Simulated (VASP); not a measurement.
# W (Im-3m) in VASP: notebook

The runs below take W through single point, density of states, with LDA+U, PBE.

Program: VASP 6.6.1. These are calculated values, not measurements. Logs are shortened: lines on timing, memory, paths and dates and some standing lists are left out, and cuts for length are marked.

### 1 The cell of the first run

The structure is cubic, space group Im-3m (No. 229). Conventional cell: a = 2.907 Å, b = 2.907 Å, c = 2.907 Å, α = 90.00°, β = 90.00°, γ = 90.00°. W (site symmetry m-3m) has 14 W at 2.52 to 2.91 Å within 3.3 Å.

### 2 Single point, LDA+U, collinear spin, zero start

Input file INCAR:

```
PREC     = Accurate       # precision mode
ENCUT    = 500            # plane-wave cutoff, eV
EDIFF    = 1E-6           # SCF threshold, eV
ISMEAR   = -5             # smearing method
SIGMA    = 0.1            # smearing width, eV
LREAL    = False          # projectors in reciprocal space
LASPH    = True           # aspherical terms in the spheres
NELM     = 200            # most SCF steps
ALGO     = Normal         # electronic algorithm
ISIF     = 2              # what is computed and relaxed
LWAVE    = False          # write WAVECAR
LCHARG   = False          # write CHGCAR
ISPIN    = 2              # spin polarisation
MAGMOM   = 0              # initial moments
LORBIT   = 11             # projections on sites
LMAXMIX  = 4              # l up to which the mixer works
LDAU     = True           # DFT+U
LDAUTYPE = 2            
LDAUL    = 2              # shell
LDAUU    = 1.1            # U, eV
LDAUJ    = 0            
LDAUPRINT= 1            
NBANDS   = 17             # bands
GGA_COMPAT= False
```

Input file KPOINTS:

```
regular mesh
0
Gamma
  4 4 4
```

Input file POSCAR:

```
W
1.0
   -1.4535298533      1.4535298533      1.4535298533
    1.4535298533     -1.4535298533      1.4535298533
    1.4535298533      1.4535298533     -1.4535298533
W
1
Direct
    0.0000000000      0.0000000000      0.0000000000
```

Potentials or basis: VASP PAW LDA potentials, release 64 (W_sv).

Command:

```
$ cat potpaw_LDA.64/W_sv/POTCAR > POTCAR
$ mpirun -np 1 vasp_std > vasp.out
```

OUTCAR:

```text
PREC = Accurate
   ENCUT = 500
   EDIFF = 1E-6
   ISMEAR = -5
   LREAL = False
   LASPH = True
   NELM = 200
   ISIF = 2
   ISPIN = 2
   LORBIT = 11

 ion  position               nearest neighbor table
   1  0.000  0.000  0.000-

  LATTYP: Found a body centered cubic cell.
 ALAT       =     2.9070597066

  Lattice vectors:

 A1 = (  -1.4535298533,   1.4535298533,   1.4535298533)
 A2 = (   1.4535298533,  -1.4535298533,   1.4535298533)
 A3 = (   1.4535298533,   1.4535298533,  -1.4535298533)

Analysis of symmetry for initial positions (statically):
=====================================================================
 Subroutine PRICEL returns:
 Original cell was already a primitive cell.

 Routine SETGRP: Setting up the symmetry group for a
 body centered cubic supercell.

 Subroutine GETGRP returns: Found 48 space group operations
 (whereof 48 operations were pure point group operations)
 out of a pool of 48 trial point group operations.

The static configuration has the point symmetry O_h .

Analysis of symmetry for dynamics (positions and initial velocities):
=====================================================================
 Subroutine PRICEL returns:
 Original cell was already a primitive cell.

 Routine SETGRP: Setting up the symmetry group for a
 body centered cubic supercell.

 Subroutine GETGRP returns: Found 48 space group operations
 (whereof 48 operations were pure point group operations)
 out of a pool of 48 trial point group operations.

The dynamic configuration has the point symmetry O_h .

Analysis of structural, dynamic, and magnetic symmetry:
=====================================================================
 Subroutine PRICEL returns:
 Original cell was already a primitive cell.

 Routine SETGRP: Setting up the symmetry group for a
 body centered cubic supercell.

 Subroutine GETGRP returns: Found 48 space group operations
 (whereof 48 operations were pure point group operations)
 out of a pool of 48 trial point group operations.

The overall configuration has the point symmetry O_h .

 Subroutine INISYM returns: Found 48 space group operations
 (whereof 48 operations are pure point group operations),
 and found     1 'primitive' translations

[... 147 lines left out ...]
  o =  0.4471  v =  0.0291  0.8001  0.0000  0.5991 -0.0000  0.0000  0.0000  0.0000  0.0000  0.0000      0.0000  0.0000  0.0000  0.0000  0.0000  0.0000  0.0000  0.0000  0.0000  0.0000
  o =  0.4471  v = -0.0058  0.5995 -0.0000 -0.8004 -0.0000  0.0000  0.0000  0.0000  0.0000  0.0000      0.0000  0.0000  0.0000  0.0000  0.0000  0.0000  0.0000  0.0000  0.0000  0.0000
  o =  0.4471  v = -0.9996  0.0198 -0.0000  0.0221  0.0000  0.0000  0.0000  0.0000  0.0000  0.0000      0.0000  0.0000  0.0000  0.0000  0.0000  0.0000  0.0000  0.0000  0.0000  0.0000
  o =  0.4471  v =  0.0000  0.0000  0.0000  0.0000  0.0000  0.0337  0.6398  0.0000  0.7678 -0.0000      0.0000  0.0000  0.0000  0.0000  0.0000  0.0000  0.0000  0.0000  0.0000  0.0000
  o =  0.4471  v =  0.0000  0.0000  0.0000  0.0000  0.0000 -0.0059 -0.7681 -0.0000  0.6403  0.0000      0.0000  0.0000  0.0000  0.0000  0.0000  0.0000  0.0000  0.0000  0.0000  0.0000
  o =  0.4471  v =  0.0000  0.0000  0.0000  0.0000  0.0000  0.9994 -0.0261  0.0000 -0.0221 -0.0000      0.0000  0.0000  0.0000  0.0000  0.0000  0.0000  0.0000  0.0000  0.0000  0.0000

 number of electron      13.9999995 magnetization       0.0000011

 Free energy of the ion-electron system (eV)
  ---------------------------------------------------
  ext. energy  EPLUGINS =         0.00000000
  ---------------------------------------------------
  free energy    TOTEN  =       -11.69666730 eV

  energy without entropy =      -11.69666730  energy(sigma->0) =      -11.69666730

 E-fermi :  15.7404     XC(G=0): -15.3310

 val. band max:       17.7106832745   @ k =   0.5000   0.0000   0.0000
 cond. band min:      14.7488975402   @ k =  -0.2500   0.2500   0.2500
 fundamental gap:     -2.9617857343
 Fermi energy:        15.7404108518

 spin component 1

 k-point     1 :       0.0000    0.0000    0.0000
  band No.  band energies     occupation
      1     -58.2502      1.00000
      2     -21.4118      1.00000
      3     -21.4118      1.00000
      4     -21.4118      1.00000
      5       4.6697      1.00000
      6      13.6622      1.00000
[... 136 lines left out ...]
      3     -23.3631      1.00000
      4     -23.3631      1.00000
      5       7.3610      1.00000
      6       7.3610      1.00000
[... 9 lines left out ...]
     16      45.6194      0.00000
     17      60.1276      0.00000
 Fermi energy:        15.7404108518

 spin component 2

 k-point     1 :       0.0000    0.0000    0.0000
  band No.  band energies     occupation
      1     -58.2502      1.00000
      2     -21.4118      1.00000
      3     -21.4118      1.00000
      4     -21.4118      1.00000
      5       4.6697      1.00000
      6      13.6622      1.00000
[... 137 lines left out ...]
      4     -23.3631      1.00000
      5       7.3610      1.00000
      6       7.3610      1.00000
[... 9 lines left out ...]
     16      45.6194      0.00000
     17      60.1276      0.00000

------------------------ aborting loop because EDIFF is reached ----------------------------------------

  FORCE on cell =-STRESS in cart. coord.  units (eV):
  Direction    XX          YY          ZZ          XY          YZ          ZX
  --------------------------------------------------------------------------------------
  -------------------------------------------------------------------------------------
  Total       10.7128911     10.7128911     10.7128911     -0.0000000      0.0000000     -0.0000000
  in kB     1397.2863413   1397.2863413   1397.2863413     -0.0000000      0.0000000     -0.0000000
  external PRESSURE =    1397.2863413 kB  Pullay stress =       0.0000000 kB

 VOLUME and BASIS-vectors are now :
 -----------------------------------------------------------------------------
  energy-cutoff  :      500.00
  volume of cell :       12.28
      direct lattice vectors                 reciprocal lattice vectors
    -1.453529853  1.453529853  1.453529853     0.000000000  0.343990183  0.343990183
     1.453529853 -1.453529853  1.453529853     0.343990183  0.000000000  0.343990183
     1.453529853  1.453529853 -1.453529853     0.343990183  0.343990183  0.000000000

 POSITION                                       TOTAL-FORCE (eV/Angst)
 -----------------------------------------------------------------------------------
      0.00000      0.00000      0.00000        -0.000000      0.000000      0.000000
 -----------------------------------------------------------------------------------
    total drift:                                0.000000      0.000000      0.000000

  FREE ENERGIE OF THE ION-ELECTRON SYSTEM (eV)
  ---------------------------------------------------
  free  energy   TOTEN  =       -11.6966672951 eV

  energy  without entropy=      -11.6966672951  energy(sigma->0) =      -11.69666730

 total charge

# of ion       s       p       d       tot
------------------------------------------
    1        2.497   6.553   3.806  12.856

 magnetization (x)

# of ion       s       p       d       tot
------------------------------------------
    1       -0.000  -0.000  -0.000  -0.000
```

stdout:

```text
POSCAR found type information on POSCAR W
 POSCAR found :  1 types and       1 ions
 scaLAPACK will be used
 LDA part: xc-table for (Slater(with rela. corr.)+CA(PZ))
 , standard interpolation
 POSCAR, INCAR and KPOINTS ok, starting setup
 FFT: planning ... GRIDC
 FFT: planning ... GRID_SOFT
 FFT: planning ... GRID
 WAVECAR not read
 entering main loop
 -----------------------------------------------------------------------------
|                                                                             |
|           W    W    AA    RRRRR   N    N  II  N    N   GGGG   !!!           |
|           W    W   A  A   R    R  NN   N  II  NN   N  G    G  !!!           |
|           W    W  A    A  R    R  N N  N  II  N N  N  G       !!!           |
|           W WW W  AAAAAA  RRRRR   N  N N  II  N  N N  G  GGG   !            |
|           WW  WW  A    A  R   R   N   NN  II  N   NN  G    G                |
|           W    W  A    A  R    R  N    N  II  N    N   GGGG   !!!           |
|                                                                             |
|     Tetrahedron method does not include variations of the Fermi             |
|     occupations, so forces and stress will be inaccurate. We suggest        |
|     using a different smearing scheme ISMEAR = 1 or 2 for metals in         |
|     relaxations.                                                            |
|                                                                             |
 -----------------------------------------------------------------------------
```

It took 3.2 s on 1 thread of Intel Xeon 6975P-C, shared host; peak memory 0.12 GiB.

What came out:

```
Free energy                                           : -11.6967 eV
Pressure                                              : 139.7 GPa
Band gap on the k mesh                                : zero (filled and empty bands overlap)
Net moment                                            : 0.00 μB per cell
Valence electrons inside the program's atomic spheres : W 12.86
```

Eigenvalues of the final occupation matrices:
| site | spin | trace | eigenvalues |
| --- | --- | --- | --- |
| site 1 d | 1 | 1.94 | 0.30 0.30 0.45 0.45 0.45 |
| site 1 d | 2 | 1.94 | 0.30 0.30 0.45 0.45 0.45 |

Caveat: the k points lie up to 0.76 Å⁻¹ apart; spin-orbit coupling is left out, which moves the levels of the heavy elements; the U is typed as a test and isn't derived for this compound; tetrahedron occupations give inexact forces and stress in metals.

### 3 Density of states, PBE

This run uses another cell than the first one, of 15.93 Å³/atom, 1.297 times its volume.

Input file POSCAR:

```
W
1.0
   -1.5851577801      1.5851577801      1.5851577801
    1.5851577801     -1.5851577801      1.5851577801
    1.5851577801      1.5851577801     -1.5851577801
W
1
Direct
    0.2220000000      0.9910000000      0.3200000000
```

Input file INCAR.step1:

```
ALGO = Normal ; EDIFF = 1E-6
ENCUT = 400 ; GGA = PE
GGA_COMPAT = F ; ISIF = 2
ISMEAR = -4 ; ISYM = 0
LASPH = T ; LCHARG = T
LMAXMIX = 4 ; LORBIT = 11
LREAL = F ; LWAVE = F
NBANDS = 13 ; NEDOS = 2001
NELM = 120 ; PREC = Accurate
SIGMA = 0.1
```

Input file KPOINTS.step1:

```
k-points
0
Gamma
  3 2 4
```

Input file INCAR.step2:

```
ALGO = Normal ; EDIFF = 1E-6
ENCUT = 400 ; GGA = PE
GGA_COMPAT = F ; ICHARG = 11
ISIF = 2 ; ISMEAR = 0
ISYM = 0 ; LASPH = T
LCHARG = F ; LMAXMIX = 4
LORBIT = 11 ; LREAL = F
LWAVE = F ; NBANDS = 13
NEDOS = 2001 ; NELM = 120
PREC = Accurate ; SIGMA = 0.1
```

Input file KPOINTS.step2:

```
k-points
0
Gamma
  5 3 6
```

Potentials or basis: VASP PAW PBE potentials, release 64 (W_sv).

Command:

```
$ cat potpaw_PBE.64/W_sv/POTCAR > POTCAR
$ cp INCAR.step1 INCAR
$ cp KPOINTS.step1 KPOINTS
$ mpirun -np 1 vasp_std > vasp.out
$ cp INCAR.step2 INCAR
$ cp KPOINTS.step2 KPOINTS
$ mpirun -np 1 vasp_std > vasp.out
```

Run time: 6.1 s. Hardware: 1 thread of Intel Xeon 6975P-C, shared host; peak memory 0.12 GiB.

It converged, with:

```yaml
Valence_electrons_inside_the_program's_atomic_spheres: W 12.08
```

Levels at points of the mesh, in eV from the Fermi level:
```csv
k point,band 3,band 4,band 5,band 6,band 7,band 8,band 9,band 10,band 11,band 12
"(0.00, 0.00, 0.00)",-37.99,-37.93,-9.73,-1.47,-1.38,-1.36,2.05,2.08,14.36,14.38
"(0.00, 0.00, 0.50)",-38.45,-38.05,-6.39,-3.76,0.55,1.91,2.94,5.92,10.86,11.34
```

Caveat: the k points lie up to 1.40 Å⁻¹ apart; spin-orbit coupling is left out, which moves the levels of the heavy elements.

### 4 Density of states, PBE

This run uses another cell than the first one, of 15.93 Å³/atom, 1.297 times its volume.

Edit POSCAR of step 3 so:

```diff
@@ -8,2 +8,2 @@
 Direct
-    0.2220000000      0.9910000000      0.3200000000
+    0.0000000000      0.0000000000      0.0000000000
```

Input file INCAR.step1:

```
PREC     = Accurate       # precision mode
ENCUT    = 400            # plane-wave cutoff, eV
EDIFF    = 1E-6           # SCF threshold, eV
ISMEAR   = 1              # smearing method
SIGMA    = 0.25           # smearing width, eV
LREAL    = False          # projectors in reciprocal space
LASPH    = True           # aspherical terms in the spheres
NELM     = 120            # most SCF steps
ALGO     = Normal         # electronic algorithm
ISIF     = 2              # what is computed and relaxed
LWAVE    = False          # write WAVECAR
LCHARG   = True           # write CHGCAR
LMAXMIX  = 4              # l up to which the mixer works
GGA      = PE             # functional
NBANDS   = 13             # bands
GGA_COMPAT= False        
NEDOS    = 2001           # points of the DOS
LORBIT   = 11             # projections on sites
```

Input file KPOINTS.step1:

```
Automatic mesh
0
Gamma
  6 6 6
```

Input file INCAR.step2:

```
PREC     = Accurate       # precision mode
ENCUT    = 400            # plane-wave cutoff, eV
EDIFF    = 1E-6           # SCF threshold, eV
ISMEAR   = -5             # smearing method
SIGMA    = 0.25           # smearing width, eV
LREAL    = False          # projectors in reciprocal space
LASPH    = True           # aspherical terms in the spheres
NELM     = 120            # most SCF steps
ALGO     = Normal         # electronic algorithm
ISIF     = 2              # what is computed and relaxed
LWAVE    = False          # write WAVECAR
LCHARG   = False          # write CHGCAR
LMAXMIX  = 4              # l up to which the mixer works
GGA      = PE             # functional
LORBIT   = 11             # projections on sites
NBANDS   = 13             # bands
NEDOS    = 2001           # points of the DOS
ICHARG   = 11             # starting density
GGA_COMPAT= False
```

Input file KPOINTS.step2:

```
Automatic mesh
0
Gamma
  9 9 9
```

Potentials or basis: VASP PAW PBE potentials, release 64 (W_sv).

Command:

```
$ cat potpaw_PBE.64/W_sv/POTCAR > POTCAR
$ cp INCAR.step1 INCAR
$ cp KPOINTS.step1 KPOINTS
$ mpirun -np 1 vasp_std > vasp.out
$ cp INCAR.step2 INCAR
$ cp KPOINTS.step2 KPOINTS
$ mpirun -np 1 vasp_std > vasp.out
```

OUTCAR:

```text
PREC = Accurate
   ENCUT = 400
   EDIFF = 1E-6
   ISMEAR = -5
   LREAL = False
   LASPH = True
   NELM = 120
   ISIF = 2
   GGA = PE
   LORBIT = 11
   ICHARG = 11

 ion  position               nearest neighbor table
   1  0.000  0.000  0.000-

  LATTYP: Found a body centered cubic cell.
 ALAT       =     3.1703155602

  Lattice vectors:

 A1 = (  -1.5851577801,   1.5851577801,   1.5851577801)
 A2 = (   1.5851577801,  -1.5851577801,   1.5851577801)
 A3 = (   1.5851577801,   1.5851577801,  -1.5851577801)

[... 560 lines left out ...]
     10      19.0443      0.00000
     11      21.3803      0.00000
     12      25.5590      0.00000
     13      27.8112      0.00000

 [... further k-points ...]
[... 5 lines left out ...]
  --------------------------------------------------------------------------------------
  -------------------------------------------------------------------------------------
  Total        0.1995374      0.1995374      0.1995374     -0.0000000      0.0000000      0.0000000
  in kB       20.0658412     20.0658412     20.0658412     -0.0000000      0.0000000      0.0000000
  external PRESSURE =      20.0658412 kB  Pullay stress =       0.0000000 kB

 VOLUME and BASIS-vectors are now :
 -----------------------------------------------------------------------------
  energy-cutoff  :      400.00
  volume of cell :       15.93
      direct lattice vectors                 reciprocal lattice vectors
    -1.585157780  1.585157780  1.585157780     0.000000000  0.315426014  0.315426014
     1.585157780 -1.585157780  1.585157780     0.315426014  0.000000000  0.315426014
     1.585157780  1.585157780 -1.585157780     0.315426014  0.315426014  0.000000000

 POSITION                                       TOTAL-FORCE (eV/Angst)
 -----------------------------------------------------------------------------------
      0.00000      0.00000      0.00000        -0.000000      0.000000     -0.000000
 -----------------------------------------------------------------------------------
    total drift:                               -0.000000      0.000000      0.000000

  FREE ENERGIE OF THE ION-ELECTRON SYSTEM (eV)
  ---------------------------------------------------
  free  energy   TOTEN  =       -12.9511630333 eV

  energy  without entropy=      -12.9511630333  energy(sigma->0) =      -12.95116303

 total charge

# of ion       s       p       d       tot
------------------------------------------
    1        2.400   6.350   3.324  12.074
```

OUTCAR.step1:

```text
PREC = Accurate
   ENCUT = 400
   EDIFF = 1E-6
   ISMEAR = 1
   LREAL = False
   LASPH = True
   NELM = 120
[... 464 lines left out ...]
      0.00000      0.00000      0.00000         0.000000     -0.000000     -0.000000
 -----------------------------------------------------------------------------------
    total drift:                                0.000000      0.000000      0.000000

  FREE ENERGIE OF THE ION-ELECTRON SYSTEM (eV)
  ---------------------------------------------------
  free  energy   TOTEN  =       -12.9963704430 eV

  energy  without entropy=      -12.9955345829  energy(sigma->0) =      -12.99609182

 total charge

# of ion       s       p       d       tot
------------------------------------------
    1        2.400   6.322   3.378  12.099
```

OSZICAR.step1:

```text
N       E                     dE             d eps       ncg     rms          rms(c)
DAV:   1     0.694755003178E+02    0.69476E+02   -0.66555E+03   432   0.106E+03
DAV:   2    -0.124279639535E+02   -0.81903E+02   -0.78984E+02   446   0.275E+02
DAV:   3    -0.135861509935E+02   -0.11582E+01   -0.11558E+01   446   0.335E+01
DAV:   4    -0.135907038664E+02   -0.45529E-02   -0.45528E-02   461   0.223E+00
DAV:   5    -0.135907437858E+02   -0.39919E-04   -0.39918E-04   441   0.193E-01    0.208E+01
DAV:   6    -0.131129969668E+02    0.47775E+00   -0.40674E-01   441   0.855E+00    0.830E+00
DAV:   7    -0.130004438543E+02    0.11255E+00   -0.18260E-01   456   0.543E+00    0.535E-01
DAV:   8    -0.129963554695E+02    0.40884E-02   -0.32819E-03   421   0.691E-01    0.279E-01
DAV:   9    -0.129963766125E+02   -0.21143E-04   -0.10831E-04   461   0.136E-01    0.575E-02
DAV:  10    -0.129963699628E+02    0.66497E-05   -0.89675E-06   431   0.438E-02    0.124E-02
DAV:  11    -0.129963704430E+02   -0.48012E-06   -0.12220E-07   223   0.404E-03
   1 F= -.12996370E+02 E0= -.12996092E+02  d E =-.835860E-03
```

It took 7.4 s on 1 thread of Intel Xeon 6975P-C, shared host; peak memory 0.12 GiB.

Results:

```yaml
Valence_electrons_inside_the_program's_atomic_spheres: W 12.07
```

Caveat: the k points lie up to 0.47 Å⁻¹ apart; spin-orbit coupling is left out, which moves the levels of the heavy elements; tetrahedron occupations give inexact forces and stress in metals.
